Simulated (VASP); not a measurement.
The system is Mn.

```xyz
2
Lattice="0.0000 2.5126 2.5126 2.5126 0.0000 2.5126 2.5126 2.5126 0.0000" Properties=species:S:1:pos:R:3 pbc="T T T"
Mn    0.6281    0.6281    0.6281
Mn    4.3970    4.3970    4.3970
```

This isn't the form of Mn at room conditions, which is a 58-atom cubic cell.

- Program: VASP 6.6.1
- Task: relaxation of cell and atoms
- Functional: PBE
- Potentials or basis: VASP PAW PBE potentials, release 64 (Mn_pv)
- Cutoff: 600 eV
- k mesh: 11 × 11 × 11
- Occupations: fermi-dirac, width 0.05 eV
- Spin: collinear spin, antiferromagnetic start
- Starting moments: [3.0, -3.0] μB

At the start: pressure 4.8 GPa; volume 15.86 Å³/atom.

Task: Where does the relaxation end?

Result: Over 3 steps the energy falls by 16.3 meV/atom and the volume is 17.05 Å³/atom (+7.5 %); space group Fd-3m (No. 227, to 0.1 Å) before and after; moment 0.00 μB per cell.

The path:
```csv
step,energy change (eV),largest force (eV/Å),pressure (GPa),volume (Å³)
1,0.0000,0.0000,4.81,31.72
2,-0.0325,0.0000,0.22,33.96
3,-0.0326,0.0000,0.01,34.11
```

Final structure:
```yaml
crystal:
  lattice:
    - [0.00000, 2.57399, 2.57399]
    - [2.57399, 0.00000, 2.57399]
    - [2.57399, 2.57399, 0.00000]
  atoms:
    - { symbol: Mn, position: [0.12500, 0.12500, 0.12500] }
    - { symbol: Mn, position: [0.87500, 0.87500, 0.87500] }
```
